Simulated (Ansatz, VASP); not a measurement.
Ni: VASP beside Ansatz

```xyz
2
Lattice="2.4209 0.0000 0.0000 -1.2104 2.0966 0.0000 0.0000 0.0000 3.9695" Properties=species:S:1:pos:R:3 pbc="T T T"
Ni    0.0000    1.3977    0.9924
Ni    1.2104    0.6989    2.9771
```

Alike in both runs: functional LDA; k mesh 14 × 14 × 7; occupations fermi-dirac, width 0.1 eV; collinear spin.

Ansatz relaxed the structure, and its values are those at the end. VASP's run is a single point on that final structure, the one shown.

|  | VASP | Ansatz |
| --- | --- | --- |
| version | VASP 6.6.1 | Ansatz 0.2.0 |
| potentials or method | VASP PAW LDA potentials, release 64 (Ni), cutoff 520 eV | plane waves, PAW |
| valence electrons in the cell | 20 | 36 |

Ansatz gave:

```
pressure (GPa)                                                : 0.0
net moment per atom (μB)                                      : 0.57
size of the moment on the site where the two differ most (μB) : 0.60
```

**Question.** Which values does VASP return?

**Answer.** Pressure (GPa): -0.2; net moment per atom (μB): 0.54; size of the moment on the site where the two differ most (μB): 0.54.

LDA's correlation is that of Perdew and Zunger in VASP and of Perdew and Wang (1992) in Ansatz. Site moments also hang on the region over which each program counts them. VASP's potentials hold 20 valence electrons a cell and Ansatz's 36, so a difference there can come from the potentials and not from the codes.
